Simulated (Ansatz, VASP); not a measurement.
**Two plane-wave programs on TaN**

The input INCAR:

```
ALGO = Normal
EDIFF = 1E-6
ENCUT = 520
GGA = PE
ISIF = 2
ISMEAR = 0
LASPH = T
LCHARG = F
LREAL = F
LWAVE = F
NBANDS = 69
NELM = 60
PREC = Accurate
SIGMA = 0.1
```

KPOINTS

```
k-points
0
Gamma
  12 7 1
```

Contents of POSCAR:

```
TaN
1.0
    2.9226469588      0.0000000000      0.0000000000
    0.0000000000      5.2258908357      0.0000000000
    0.0000000000      0.0000000000     24.0515084423
Ta N
7 7
Direct
    0.0000000000      0.5000000000      0.3118307535
    0.5000000000      0.0000000000      0.3745538357
    0.5000000000      0.5000000000      0.4372769178
    0.0000000000      0.0000000000      0.5000000000
    0.5000000000      0.5000000000      0.5627230822
    0.5000000000      0.0000000000      0.6254461643
    0.0000000000      0.5000000000      0.6881692465
    0.0000000000      0.8924947651      0.3118307535
    0.0000000000      0.3037526175      0.3856861977
    0.0000000000      0.8037526175      0.4261445558
    0.0000000000      0.3924947651      0.5000000000
    0.0000000000      0.8037526175      0.5738554442
    0.0000000000      0.3037526175      0.6143138023
    0.0000000000      0.8924947651      0.6881692465
```

Input for Ansatz:

```yaml
crystal:
  lattice:
    - [2.9226469588, 0.0, 0.0]
    - [0.0, 5.2258908357, 0.0]
    - [0.0, 0.0, 24.0515084423]
  atoms:
    - { symbol: Ta, position: [0.0, 0.5, 0.3118307535] }
    - { symbol: "N", position: [0.0, 0.8924947651, 0.3118307535] }
    - { symbol: Ta, position: [0.5, 0.0, 0.3745538357] }
    - { symbol: "N", position: [0.0, 0.3037526175, 0.3856861977] }
    - { symbol: "N", position: [0.0, 0.8037526175, 0.4261445558] }
    - { symbol: Ta, position: [0.5, 0.5, 0.4372769178] }
    - { symbol: Ta, position: [0.0, 0.0, 0.5] }
    - { symbol: "N", position: [0.0, 0.3924947651, 0.5] }
    - { symbol: Ta, position: [0.5, 0.5, 0.5627230822] }
    - { symbol: "N", position: [0.0, 0.8037526175, 0.5738554442] }
    - { symbol: "N", position: [0.0, 0.3037526175, 0.6143138023] }
    - { symbol: Ta, position: [0.5, 0.0, 0.6254461643] }
    - { symbol: Ta, position: [0.0, 0.5, 0.6881692465] }
    - { symbol: "N", position: [0.0, 0.8924947651, 0.6881692465] }
basis:
  ecutwfc: 420
kpoints:
  mp_grid: { grid: [12, 7, 1] }
hamiltonian:
  xc: pbe
scf:
  occupations: { method: gaussian, width: 0.1 }
output:
  forces: true
  stress: true
  eigenvalues: true
```

Alike in both runs: task single point; functional PBE; k mesh 12 × 7 × 1; occupations gaussian, width 0.1 eV; no spin polarisation.

```csv
,VASP,Ansatz
version,VASP 6.6.1,Ansatz 0.2.0
potentials or method,"VASP PAW PBE potentials, release 64 (Ta_pv, N), cutoff 520 eV","scalar-relativistic, plane waves, PAW"
valence electrons in the cell,112,126
```

```tsv
	VASP	Ansatz	Ansatz less VASP
gap on the k mesh at the Fermi level (eV)	none	none	-
rms of the force components (eV/Å)	0.843	0.853	+0.0098
```

A gap of «none» marks a metal or a gap that the smearing closes. VASP's potentials hold 112 valence electrons a cell and Ansatz's 126, so a difference there can come from the potentials and not from the codes.

Neither program's run includes spin-orbit coupling.
